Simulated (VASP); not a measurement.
HfC:

```
Hf C
1.0
     0.00000    2.32500    2.32500
     2.32500    0.00000    2.32500
     2.32500    2.32500    0.00000
Hf C
1 1
Direct
  0.50000 0.50000 0.50000
  0.00000 0.00000 0.00000
```

```yaml
Program: VASP 6.6.1
Task: relaxation of cell and atoms
Functional: PBEsol
Potentials_or_basis: VASP PAW PBE potentials, release 64 (Hf_pv, C)
Cutoff: 600 eV
k_mesh: 18 × 18 × 18
Occupations: fermi-dirac, width 0.1 eV
Spin: no spin polarisation
```

At the start: pressure -7.1 GPa; volume 12.57 Å³/atom.

Task: Where does the relaxation end?

Result: Over 6 steps the energy falls by 8.2 meV/atom and the volume is 12.20 Å³/atom (-2.9 %); space group Fm-3m (No. 225, to 0.1 Å) before and after.

The path:
```csv
step,energy change (eV),largest force (eV/Å),pressure (GPa),volume (Å³)
1,0.0000,0.0000,-7.07,25.14
2,0.0375,0.0000,14.66,23.17
3,-0.0165,0.0000,-0.18,24.42
4,-0.0165,0.0000,0.06,24.40
5,-0.0165,0.0000,-0.09,24.42
6,-0.0165,0.0000,0.00,24.41
```

Final structure:
```
Hf C
1.0
     0.00000    2.30230    2.30230
     2.30230    0.00000    2.30230
     2.30230    2.30230    0.00000
Hf C
1 1
Cartesian
  2.3023 2.3023 2.3023
  0.0000 0.0000 0.0000
```

Caveat: the PAW data sets were made with another functional, which shifts forces and pressure a little.
